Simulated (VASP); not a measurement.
# BaCd3Se4 (I-42m) in VASP: single point with PBE

Aim: the single point of BaCd3Se4 with PBE.

Program: VASP 6.6.1. These are calculated values, not measurements. Logs are shortened: lines on timing, memory, paths and dates and some standing lists are left out, and cuts for length are marked.

### Step 1. The cell of the first run

Symmetry: I-42m, No. 121, tetragonal system. The conventional cell has a = 7.334 Å, b = 7.334 Å, c = 8.143 Å, α = 90.00°, β = 90.00°, γ = 90.00°. Ba (site symmetry -42m) has 8 Se at 3.14 to 3.63 Å and 6 Cd at 3.67 to 4.07 Å within 4.1 Å. Within 3.8 Å of Cd (site symmetry 222) lie 4 Se at 2.90 Å and 2 Ba at 3.67 Å and 2 Cd at 3.67 Å. Within 3.5 Å of Cd (site symmetry -42m) lie 4 Se at 2.64 Å. Se (site symmetry m) has 3 Cd at 2.64 to 2.90 Å and 1 Ba at 3.14 Å within 3.5 Å.

### Step 2. Single point, PBE

File INCAR:

```
SYSTEM = BaCd3Se4
  ALGO = Normal
  EDIFF = 1E-6
  ENCUT = 520
  GGA = PE
  ISIF = 2
  ISMEAR = 0
  LASPH = .True.
  LCHARG = .True.
  LELF = .True.
  LREAL = .False.
  LVHAR = .True.
  LWAVE = .False.
  NBANDS = 45
  NELM = 60
  PREC = Accurate
  SIGMA = 0.15
```

File KPOINTS:

```
k-points
0
Gamma
  2 2 2
  0 0 0
```

File POSCAR:

```
BaCd3Se4
1.0
   -3.6671115523      3.6671115523      4.0714955393
    3.6671115523     -3.6671115523      4.0714955393
    3.6671115523      3.6671115523     -4.0714955393
Ba Cd Se
1 3 4
Direct
    0.0000000000      0.0000000000      0.0000000000
    0.5000000000      0.0000000000      0.5000000000
    0.0000000000      0.5000000000      0.5000000000
    0.5000000000      0.5000000000      0.0000000000
    0.5666145518      0.5666145518      0.4453820170
    0.1212325347      0.1212325347      0.5546179830
    0.4333854482      0.8787674653      0.0000000000
    0.8787674653      0.4333854482      0.0000000000
```

Potentials or basis: VASP PAW PBE potentials, release 64 (Ba_sv, Cd, Se).

On the command line:

```
cat potpaw_PBE.64/Ba_sv/POTCAR potpaw_PBE.64/Cd/POTCAR potpaw_PBE.64/Se/POTCAR > POTCAR
mpirun -np 1 vasp_std > vasp.out
```

OUTCAR:

```text
SYSTEM = BaCd3Se4
   EDIFF = 1E-6
   ENCUT = 520
   GGA = PE
   ISIF = 2
   ISMEAR = 0
   LASPH = .True.
   LREAL = .False.
   NELM = 60
   PREC = Accurate

 ion  position               nearest neighbor table
   1  0.000  0.000  0.000-   7 3.14   8 3.14   5 3.14   6 3.14   6 3.63   5 3.63   8 3.63   7 3.63
                             2 3.67   3 3.67   3 3.67   2 3.67   4 4.07   4 4.07
   2  0.500  0.000  0.500-   5 2.90   8 2.90   7 2.90   6 2.90   1 3.67   4 3.67   4 3.67   1 3.67

   3  0.000  0.500  0.500-   5 2.90   7 2.90   8 2.90   6 2.90   1 3.67   4 3.67   1 3.67   4 3.67

   4  0.500  0.500  0.000-   5 2.64   6 2.64   7 2.64   8 2.64   2 3.67   3 3.67   2 3.67   3 3.67
                             1 4.07   1 4.07
   5  0.567  0.567  0.445-   4 2.64   3 2.90   2 2.90   1 3.14   1 3.63
   6  0.121  0.121  0.555-   4 2.64   3 2.90   2 2.90   1 3.14   1 3.63
   7  0.433  0.879  0.000-   4 2.64   2 2.90   3 2.90   1 3.14   1 3.63
   8  0.879  0.433  0.000-   4 2.64   3 2.90   2 2.90   1 3.14   1 3.63

  LATTYP: Found a body centered tetragonal cell.
 ALAT       =     7.3342231046
 C/A-ratio  =     1.1102731622

  Lattice vectors:

 A1 = (  -3.6671115523,   3.6671115523,   4.0714955393)
 A2 = (   3.6671115523,  -3.6671115523,   4.0714955393)
 A3 = (   3.6671115523,   3.6671115523,  -4.0714955393)

Analysis of symmetry for initial positions (statically):
=====================================================================
 Subroutine PRICEL returns:
 Original cell was already a primitive cell.

 Routine SETGRP: Setting up the symmetry group for a
 body centered tetragonal supercell.

 Subroutine GETGRP returns: Found  8 space group operations
 (whereof  8 operations were pure point group operations)
 out of a pool of 16 trial point group operations.

The static configuration has the point symmetry D_2d.

Analysis of symmetry for dynamics (positions and initial velocities):
=====================================================================
 Subroutine PRICEL returns:
 Original cell was already a primitive cell.

 Routine SETGRP: Setting up the symmetry group for a
 body centered tetragonal supercell.

 Subroutine GETGRP returns: Found  8 space group operations
 (whereof  8 operations were pure point group operations)
 out of a pool of 16 trial point group operations.

The dynamic configuration has the point symmetry D_2d.

 Subroutine INISYM returns: Found  8 space group operations
 (whereof  8 operations are pure point group operations),
 and found     1 'primitive' translations

----------------------------------------------------------------------------------------

                                     Primitive cell

  volume of cell :     219.0091

  direct lattice vectors                    reciprocal lattice vectors
    -3.667111552  3.667111552  4.071495539     0.000000000  0.136347093  0.122804998
     3.667111552 -3.667111552  4.071495539     0.136347093  0.000000000  0.122804998
     3.667111552  3.667111552 -4.071495539     0.136347093  0.136347093  0.000000000

  length of vectors
     6.593367137  6.593367137  6.593367137     0.183498221  0.183498221  0.192823908

  position of ions in fractional coordinates (direct lattice)
     0.000000000  0.000000000  0.000000000
     0.500000000  0.000000000  0.500000000
     0.000000000  0.500000000  0.500000000
     0.500000000  0.500000000  0.000000000
     0.566614552  0.566614552  0.445382017
     0.121232535  0.121232535  0.554617983
     0.433385448  0.878767465  0.000000000
     0.878767465  0.433385448  0.000000000

  ion indices of the primitive-cell ions
   primitive index   ion index
                 1           1
                 2           2
                 3           3
                 4           4
                 5           5
                 6           6
                 7           7
                 8           8

----------------------------------------------------------------------------------------

 KPOINTS: k-points

Automatic generation of k-mesh.
 Grid dimensions read from file:
 generate k-points for:    2    2    2

 Generating k-lattice:

  Cartesian coordinates                     Fractional coordinates (reciprocal lattice)
     0.000000000  0.068173547  0.061402499     0.500000000  0.000000000 -0.000000000
     0.068173547  0.000000000  0.061402499     0.000000000  0.500000000 -0.000000000
     0.068173547  0.068173547  0.000000000     0.000000000  0.000000000  0.500000000

  Length of vectors
     0.091749111  0.091749111  0.096411954

  Shift w.r.t. Gamma in fractional coordinates (k-lattice)
     0.000000000  0.000000000  0.000000000

 Subroutine IBZKPT returns following result:
 ===========================================

 Found      4 irreducible k-points:

 Following reciprocal coordinates:
            Coordinates               Weight
  0.000000  0.000000  0.000000      1.000000
  0.500000  0.000000 -0.000000      4.000000
  0.500000  0.500000 -0.000000      2.000000
  0.500000  0.500000  0.500000      1.000000
   k-points           NKPTS =      4   k-points in BZ     NKDIM =      4   number of bands    NBANDS=     45
   number of dos      NEDOS =    301   number of ions     NIONS =      8
   total plane-waves  NPLWV = 125000
   dimension x,y,z NGX =    50 NGY =   50 NGZ =   50
   dimension x,y,z NGXF=   100 NGYF=  100 NGZF=  100
   ions per type =               1   3   4
   NGX,Y,Z   is equivalent  to a cutoff of  12.61, 12.61, 12.61 a.u.
   NGXF,Y,Z  is equivalent  to a cutoff of  25.21, 25.21, 25.21 a.u.
 SYSTEM =  BaCd3Se4
   PREC   = accura    normal or accurate (medium, high low for compatibility)
   ISTART =      0    job   : 0-new  1-cont  2-samecut
   ICHARG =      2    charge: 1-file 2-atom 10-const
   ISPIN  =      1    spin polarized calculation?
   LNONCOLLINEAR =      F non collinear calculations
   LSORBIT =      F    spin-orbit coupling
   LASPH  =      T    aspherical Exc in radial PAW
   ENCUT  =  520.0 eV  38.22 Ry    6.18 a.u.  12.26 12.26 12.26*2*pi/ulx,y,z
   NELM   =     60;   NELMIN=  2; NELMDL= -5     # of ELM steps
   EDIFF  = 0.1E-05   stopping-criterion for ELM
   LREAL  =      F    real-space projection
   EDIFFG = 0.1E-04   stopping-criterion for IOM
   NSW    =      0    number of steps for IOM
   IBRION =     -1    ionic relax: 0-MD 1-quasi-New 2-CG
   NFREE  =      0    steps in history (QN), initial steepest desc. (CG)
   ISIF   =      2    stress and relaxation
   ISYM   =      2    0-nonsym 1-usesym 2-fastsym
   POTIM  = 0.5000    time-step for ionic-motion
   TEBEG  =    0.0;   TEEND  =   0.0 temperature during run
   PSTRESS=    0.0 pullay stress
   NELECT =      70.0000    total number of electrons
   NUPDOWN=      -1.0000    fix difference up-down
   EMIN   =  10.00;   EMAX   =-10.00  energy-range for DOS
   EFERMI =   0.00;   METHOD = LEGACY
   ISMEAR =     0;   SIGMA  =   0.15  broadening in eV -4-tet -1-fermi 0-gaus
   EFERMI_NEDOS =   21; number of points for ismear=-14 and -15
   IALGO  =     38    algorithm
   IMIX   =      4    mixing-type and parameters
     AMIX     =   0.40;   BMIX     =  1.00
     AMIX_MAG =   1.60;   BMIX_MAG =  1.00
  volume/ion in A,a.u.               =      27.38       184.74
  Fermi-wavevector in a.u.,A,eV,Ry     =   1.119318  2.115204 17.046366  1.252873
  Thomas-Fermi vector in A             =   2.255956
   LORBIT       =      0    0 simple, 1 ext, 2 COOP (PROOUT), +10 PAW based schemes
   GGA     = PE    functional components
   LHFCALC =     F    Hartree Fock is set to
   AEXX    =    0.0000 exact exchange contribution
   IVDW    =     0    specifies the selected vdW correction
   LEPSILON=     F    determine dielectric tensor
   LRPA    =     F    only Hartree local field effects (RPA)
 non-spin polarized calculation
 Gauss-broadening in eV      SIGMA  =   0.15
  energy-cutoff  :      520.00
  volume of cell :      219.01
 maximum number of plane-waves:      5931
 NGX is ok and might be reduce to    50
   NGX = 25   NGY = 25   NGZ = 25

 number of electron      69.9999987 magnetization

 Free energy of the ion-electron system (eV)
  ---------------------------------------------------
  ext. energy  EPLUGINS =         0.00000000
  ---------------------------------------------------
  free energy    TOTEN  =       -24.30528546 eV

  energy without entropy =      -24.28632360  energy(sigma->0) =      -24.29580453

 E-fermi :   1.8836     XC(G=0):  -9.4168

 val. band max:        1.8330040504   @ k =   0.0000   0.0000   0.0000
 cond. band min:       1.9339949770   @ k =   0.0000   0.0000   0.0000
 fundamental gap:      0.1009909266
 Fermi energy:         1.8836163776

 k-point     1 :       0.0000    0.0000    0.0000
  band No.  band energies     occupation
      1     -24.9489      2.00000
      2     -10.6217      2.00000
      3     -10.6217      2.00000
      4     -10.5080      2.00000
      5     -10.2910      2.00000
      6      -9.8565      2.00000
[... 37 lines left out ...]
     44       7.5291      0.00000
     45       7.8481      0.00000

 k-point     2 :       0.5000    0.0000   -0.0000
  band No.  band energies     occupation
      1     -24.9483      2.00000
      2     -10.9746      2.00000
      3     -10.7727      2.00000
      4     -10.4240      2.00000
      5     -10.0661      2.00000
      6      -9.7947      2.00000
[... 37 lines left out ...]
     44       7.1429      0.00000
     45       7.6465      0.00000

 k-point     3 :       0.5000    0.5000   -0.0000
  band No.  band energies     occupation
      1     -24.9482      2.00000
      2     -10.9770      2.00000
      3     -10.6583      2.00000
      4     -10.5952      2.00000
      5     -10.1014      2.00000
      6      -9.5955      2.00000
[... 37 lines left out ...]
     44       6.9790      0.00000
     45       7.2024      0.00000

 k-point     4 :       0.5000    0.5000    0.5000
  band No.  band energies     occupation
      1     -24.9480      2.00000
      2     -10.9136      2.00000
      3     -10.9136      2.00000
      4     -10.7746      2.00000
      5      -9.9144      2.00000
      6      -9.4564      2.00000
[... 37 lines left out ...]
     44       7.0293      0.00000
     45       7.0424      0.00000

------------------------ aborting loop because EDIFF is reached ----------------------------------------

  FORCE on cell =-STRESS in cart. coord.  units (eV):
  Direction    XX          YY          ZZ          XY          YZ          ZX
  --------------------------------------------------------------------------------------
  -------------------------------------------------------------------------------------
  Total        0.7133253      0.7133253      1.2621969      0.0000000      0.0000000      0.0000000
  in kB        5.2183838      5.2183838      9.2336945      0.0000000      0.0000000      0.0000000
  external PRESSURE =       6.5568207 kB  Pullay stress =       0.0000000 kB

 VOLUME and BASIS-vectors are now :
 -----------------------------------------------------------------------------
  energy-cutoff  :      520.00
  volume of cell :      219.01
      direct lattice vectors                 reciprocal lattice vectors
    -3.667111552  3.667111552  4.071495539     0.000000000  0.136347093  0.122804998
     3.667111552 -3.667111552  4.071495539     0.136347093  0.000000000  0.122804998
     3.667111552  3.667111552 -4.071495539     0.136347093  0.136347093  0.000000000

 POSITION                                       TOTAL-FORCE (eV/Angst)
 -----------------------------------------------------------------------------------
      0.00000      0.00000      0.00000         0.000000     -0.000000     -0.000000
      0.00000      3.66711      0.00000         0.000000     -0.000000     -0.000000
      3.66711      0.00000      0.00000         0.000000     -0.000000     -0.000000
      0.00000      0.00000      4.07150         0.000000     -0.000000     -0.000000
      1.63327      1.63327      2.80057        -0.026732     -0.026732     -0.059078
      2.03385      2.03385     -1.27093         0.026732      0.026732     -0.059078
      1.63327     -1.63327      5.34242        -0.026732      0.026732      0.059078
     -1.63327      1.63327      5.34242         0.026732     -0.026732      0.059078
 -----------------------------------------------------------------------------------
    total drift:                               -0.000001     -0.000001     -0.000000

  FREE ENERGIE OF THE ION-ELECTRON SYSTEM (eV)
  ---------------------------------------------------
  free  energy   TOTEN  =       -24.3052854583 eV

  energy  without entropy=      -24.2863236033  energy(sigma->0) =      -24.29580453
```

Run time: 84 s. Hardware: 1 thread of AMD EPYC 7R43 (Zen 3), shared host; peak memory 0.34 GiB.

What came out:

```yaml
Free_energy: -24.3053 eV
Pressure: 0.7 GPa
Largest_force: 0.070 eV/Å
Band_gap_on_the_k_mesh: 0.10 eV, direct
```

Forces in eV/Å, atoms in the order of the input:
```
Ba   0.000  0.000  0.000
Cd   0.000  0.000  0.000
Cd   0.000  0.000  0.000
Cd   0.000  0.000  0.000
Se  -0.027 -0.027 -0.059
Se   0.027  0.027 -0.059
Se  -0.027  0.027  0.059
Se   0.027 -0.027  0.059
```

Caveat: the k points lie up to 0.61 Å⁻¹ apart; spin-orbit coupling is left out, which moves the levels of the heavy elements.
